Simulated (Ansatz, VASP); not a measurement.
# One calculation of Co, two programs

```
CELL_PARAMETERS angstrom
0.00000 2.48637 2.48637
2.48637 0.00000 2.48637
2.48637 2.48637 0.00000
ATOMIC_POSITIONS crystal
Co 0.12500 0.12500 0.12500
Co 0.87500 0.87500 0.87500
```

Alike in both runs: task single point; functional RPBE; k mesh 12 × 12 × 12; occupations fermi-dirac, width 0.1 eV; no spin polarisation.

|  | VASP | Ansatz |
| --- | --- | --- |
| version | VASP 6.6.1 | Ansatz 0.2.0 |
| potentials or method | VASP PAW PBE potentials, release 64 (Co), cutoff 520 eV | plane waves (420 eV) with PAW, scalar-relativistic |
| valence electrons in the cell | 18 | 34 |

|  | VASP | Ansatz | Ansatz less VASP |
| --- | --- | --- | --- |
| pressure (GPa) | -0.7 | 0.0 | +0.72 |

VASP's potentials were made for PBE, not for RPBE. VASP's potentials hold 18 valence electrons a cell and Ansatz's 34, so a difference there can come from the potentials and not from the codes.
